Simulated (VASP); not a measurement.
# TaN (P-62m) in VASP: notebook, part 2 of 2

VASP 6.6.1. The steps go on from the part before.

## (4) Single point, PBEsol

This run uses another cell than the first one, of 12.02 Å³/atom, 1.039 times its volume.

The input, INCAR:

```
  PREC = Accurate
  ENCUT = 520
  EDIFF = 1E-6
  ISMEAR = -1
  SIGMA = 0.1
  LREAL = F
  LASPH = T
  NELM = 100
  ALGO = Normal
  ISIF = 2
  LWAVE = F
  LCHARG = F
  GGA = PS
  NBANDS = 33
```

The input, KPOINTS:

```
Automatic mesh
0
Gamma
  5 5 8
```

The input, POSCAR:

```
TaN
1.0
    5.2979082253      0.0000000000      0.0000000000
   -2.6489541127      4.5881231120      0.0000000000
    0.0000000000      0.0000000000      2.9680929261
Ta N
3 3
Direct
    0.3333333333      0.6666666667      0.5000000000
    0.6666666667      0.3333333333      0.5000000000
    0.0000000000      0.0000000000      0.0000000000
    0.3928500000      0.0000000000      0.0000000000
    0.6071500000      0.6071500000      0.0000000000
    0.0000000000      0.3928500000      0.0000000000
```

Potentials or basis: VASP PAW PBE potentials, release 64 (Ta_pv, N).

Run with:

```bash
$ cat potpaw_PBE.64/Ta_pv/POTCAR potpaw_PBE.64/N/POTCAR > POTCAR
$ mpirun -np 1 vasp_std > vasp.out
```

OUTCAR:

```text
PREC = Accurate
   ENCUT = 520
   EDIFF = 1E-6
   ISMEAR = -1
   LREAL = F
   LASPH = T
   NELM = 100
   ISIF = 2
   GGA = PS

 ion  position               nearest neighbor table
   1  0.333  0.667  0.500-   5 2.21   5 2.21   6 2.21   6 2.21   4 2.21   4 2.21   2 3.06   2 3.06
                             2 3.06   3 3.40   3 3.40   3 3.40   3 3.40   3 3.40   3 3.40
   2  0.667  0.333  0.500-   6 2.21   6 2.21   4 2.21   4 2.21   5 2.21   5 2.21   1 3.06   1 3.06
                             1 3.06   3 3.40   3 3.40   3 3.40   3 3.40   3 3.40   3 3.40
   3  0.000  0.000  0.000-   4 2.08   5 2.08   6 2.08   2 3.40   1 3.40   1 3.40   2 3.40   2 3.40
                             2 3.40   1 3.40   1 3.40   2 3.40   2 3.40   1 3.40   1 3.40
   4  0.393  0.000  0.000-   3 2.08   1 2.21   1 2.21   2 2.21   2 2.21
   5  0.607  0.607  0.000-   3 2.08   1 2.21   1 2.21   2 2.21   2 2.21
   6  0.000  0.393  0.000-   3 2.08   2 2.21   2 2.21   1 2.21   1 2.21

  LATTYP: Found a hexagonal cell.
 ALAT       =     5.2979082253
 C/A-ratio  =     0.5602386451

  Lattice vectors:

 A1 = (   5.2979082253,   0.0000000000,   0.0000000000)
 A2 = (  -2.6489541127,   4.5881231120,   0.0000000000)
 A3 = (   0.0000000000,   0.0000000000,   2.9680929261)

[... 178 lines left out ...]

  energy without entropy =      -71.13128469  energy(sigma->0) =      -71.14521536

 E-fermi :   7.6458     XC(G=0): -12.8514

 val. band max:        7.4744793453   @ k =   0.2000   0.0000   0.1250
 cond. band min:       7.7572973294   @ k =   0.2000   0.0000   0.2500
 fundamental gap:      0.2828179841
 Fermi energy:         7.6458427964

 k-point     1 :       0.0000    0.0000    0.0000
  band No.  band energies     occupation
      1     -28.6353      2.00000
      2     -28.6353      2.00000
      3     -28.3357      2.00000
      4     -28.3357      2.00000
      5     -28.2028      2.00000
      6     -28.1181      2.00000
[... 853 lines left out ...]
     32      12.0106      0.00000
     33      12.3937      0.00000

 [... further k-points ...]
[... 5 lines left out ...]
  --------------------------------------------------------------------------------------
  -------------------------------------------------------------------------------------
  Total       -8.3976852     -8.3976852     -9.5800456      0.0000000     -0.0000000      0.0000000
  in kB     -186.4889850   -186.4889851   -212.7458867      0.0000000     -0.0000000      0.0000000
  external PRESSURE =    -195.2412856 kB  Pullay stress =       0.0000000 kB

 VOLUME and BASIS-vectors are now :
 -----------------------------------------------------------------------------
  energy-cutoff  :      520.00
  volume of cell :       72.15
      direct lattice vectors                 reciprocal lattice vectors
     5.297908225  0.000000000  0.000000000     0.188753742  0.108977023  0.000000000
    -2.648954113  4.588123112  0.000000000     0.000000000  0.217954047  0.000000000
     0.000000000  0.000000000  2.968092926     0.000000000  0.000000000  0.336916675

 POSITION                                       TOTAL-FORCE (eV/Angst)
 -----------------------------------------------------------------------------------
     -0.00000      3.05875      1.48405         0.000000      0.000000      0.000000
      2.64895      1.52937      1.48405         0.000000      0.000000      0.000000
      0.00000      0.00000      0.00000         0.000000      0.000000      0.000000
      2.08128      0.00000      0.00000        -0.236992     -0.000000     -0.000000
      1.60831      2.78568      0.00000         0.118496      0.205241      0.000000
     -1.04064      1.80244      0.00000         0.118496     -0.205241      0.000000
 -----------------------------------------------------------------------------------
    total drift:                               -0.000001     -0.000002      0.000001

  FREE ENERGIE OF THE ION-ELECTRON SYSTEM (eV)
  ---------------------------------------------------
  free  energy   TOTEN  =       -71.1591460261 eV

  energy  without entropy=      -71.1312846895  energy(sigma->0) =      -71.14521536
```

OSZICAR:

```text
N       E                     dE             d eps       ncg     rms          rms(c)
DAV:   1     0.435061007414E+03    0.43506E+03   -0.25752E+04  1650   0.151E+03
DAV:   2    -0.521854157060E+02   -0.48725E+03   -0.46648E+03  1901   0.444E+02
DAV:   3    -0.799186243158E+02   -0.27733E+02   -0.27296E+02  2044   0.101E+02
DAV:   4    -0.804760760782E+02   -0.55745E+00   -0.55348E+00  2084   0.143E+01
DAV:   5    -0.804911902119E+02   -0.15114E-01   -0.15102E-01  2123   0.181E+00    0.390E+01
DAV:   6    -0.715704231705E+02    0.89208E+01   -0.47997E+01  2139   0.356E+01    0.163E+01
DAV:   7    -0.712577353476E+02    0.31269E+00   -0.25028E+00  2017   0.824E+00    0.969E+00
DAV:   8    -0.711793626552E+02    0.78373E-01   -0.49205E-01  2033   0.404E+00    0.106E+00
DAV:   9    -0.711603994644E+02    0.18963E-01   -0.50712E-02  2107   0.143E+00    0.401E-01
DAV:  10    -0.711594985751E+02    0.90089E-03   -0.15465E-02  2097   0.587E-01    0.208E-01
DAV:  11    -0.711592172292E+02    0.28135E-03   -0.33836E-03  2098   0.337E-01    0.592E-02
DAV:  12    -0.711591452121E+02    0.72017E-04   -0.34321E-04  2052   0.101E-01    0.191E-02
DAV:  13    -0.711591459528E+02   -0.74072E-06   -0.26425E-05  2073   0.275E-02    0.502E-03
DAV:  14    -0.711591460261E+02   -0.73292E-07   -0.86261E-07  1192   0.665E-03
   1 F= -.71159146E+02 E0= -.71145215E+02  d E =-.278613E-01
```

stdout:

```text
POSCAR found type information on POSCAR TaN
 POSCAR found :  2 types and       6 ions
 scaLAPACK will be used
 -----------------------------------------------------------------------------
|                                                                             |
|                                                                             |
|     You enforced a specific xc type in the INCAR file but a different       |
|     I HOPE YOU KNOW WHAT YOU ARE DOING!                                     |
|                                                                             |
 -----------------------------------------------------------------------------

 LDA part: xc-table for (Slater+PW92), standard interpolation
 POSCAR, INCAR and KPOINTS ok, starting setup
 FFT: planning ... GRIDC
 FFT: planning ... GRID_SOFT
 FFT: planning ... GRID
 WAVECAR not read
 entering main loop
```

Run time: 24 s. Hardware: 1 thread of Intel Xeon 6975P-C (Granite Rapids), shared host; peak memory 0.2 GiB.

Results:

* Free energy: -71.1591 eV
* Pressure: -19.5 GPa
* Largest force: 0.237 eV/Å
* Band gap on the k mesh: zero (band 24 reaches 9.32 eV, above the bottom of band 25 at 6.39 eV)

Forces in eV/Å, atoms in the order of the input:
```
Ta   0.000  0.000  0.000
Ta   0.000  0.000  0.000
Ta   0.000  0.000  0.000
N   -0.237  0.000  0.000
N    0.118  0.205  0.000
N    0.118 -0.205  0.000
```

Stress tensor (GPa, compression positive):
```
-18.65   0.00   0.00
  0.00 -18.65   0.00
  0.00   0.00 -21.27
```

Caveat: the PAW data sets were made with another functional, which shifts forces and pressure a little; spin-orbit coupling is left out, which moves the levels of the heavy elements.

## (5) Summary

```tsv
cell	gap on the mesh (eV)	pressure (GPa)	largest force (eV/Å)
a = 5.230, b = 5.230, c = 2.930 Å, angles 90.0, 90.0, 120.0°, 6 atoms	none	-9.1	0.09
a = 5.264, b = 5.264, c = 2.949 Å, angles 90.0, 90.0, 120.0°, 6 atoms	none	-14.6	0.16
a = 5.298, b = 5.298, c = 2.968 Å, angles 90.0, 90.0, 120.0°, 6 atoms	none	-19.5	0.24
```

Alike in all rows: task single point; level PBEsol; potentials or basis VASP PAW PBE potentials, release 64 (Ta_pv, N); no spin polarisation; k mesh 5 × 5 × 8; cutoff (eV) 520; smearing fermi-dirac 0.1 eV.

Caveats: the PAW data sets were made with another functional, which shifts forces and pressure a little; spin-orbit coupling is left out, which moves the levels of the heavy elements.

Total energies depend on the potentials used, so only differences within one code and one set of settings carry meaning.
